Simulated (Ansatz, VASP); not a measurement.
## Tl: VASP beside Ansatz

The input INCAR:

```
SYSTEM = Tl
ALGO = Fast
EDIFF = 1E-7
ENCUT = 520
GGA = PE
ISIF = 2
ISMEAR = 0
IVDW = 12
LASPH = .True.
LCHARG = .False.
LREAL = .False.
LWAVE = .False.
NBANDS = 12
NELM = 100
PREC = Accurate
SIGMA = 0.15
```

KPOINTS

```
k-points
0
Gamma
  18 18 18
  0 0 0
```

POSCAR

```
Tl
1.0
    0.0000000000      2.1545475205      3.2318212808
    2.1545475205      0.0000000000      3.2318212808
    2.1545475205      2.1545475205      0.0000000000
Tl
1
Direct
    0.0000000000      0.0000000000      0.0000000000
```

Input for Ansatz:

```yaml
crystal:
  lattice:
    - [0.0, 2.1545475205, 3.2318212808]
    - [2.1545475205, 0.0, 3.2318212808]
    - [2.1545475205, 2.1545475205, 0.0]
  atoms:
    - { symbol: Tl, position: [0.0, 0.0, 0.0] }
basis:
  ecutwfc: 420
kpoints:
  mp_grid: { grid: [18, 18, 18] }
hamiltonian:
  xc: pbe
  dispersion: d3bj
scf:
  occupations: { method: gaussian, width: 0.15 }
output:
  forces: true
  stress: true
  eigenvalues: true
```

Alike in both runs: task single point; functional PBE; dispersion D3(BJ); k mesh 18 × 18 × 18; occupations gaussian, width 0.15 eV; no spin polarisation.

|  | VASP | Ansatz |
| --- | --- | --- |
| version | VASP 6.6.1 | Ansatz 0.2.0 |
| potentials or method | VASP PAW PBE potentials, release 64 (Tl_d), cutoff 520 eV | scalar-relativistic, plane waves, PAW |
| valence electrons in the cell | 13 | 13 |

```csv
,VASP,Ansatz,Ansatz less VASP
gap on the k mesh at the Fermi level (eV),none,none,-
pressure (GPa),2.1,2.2,+0.05
"traceless stress, the component that is largest in VASP (GPa)",-5.23,-5.23,+0.001
```

A gap of «none» marks a metal or a gap that the smearing closes.

Neither program's run includes spin-orbit coupling.
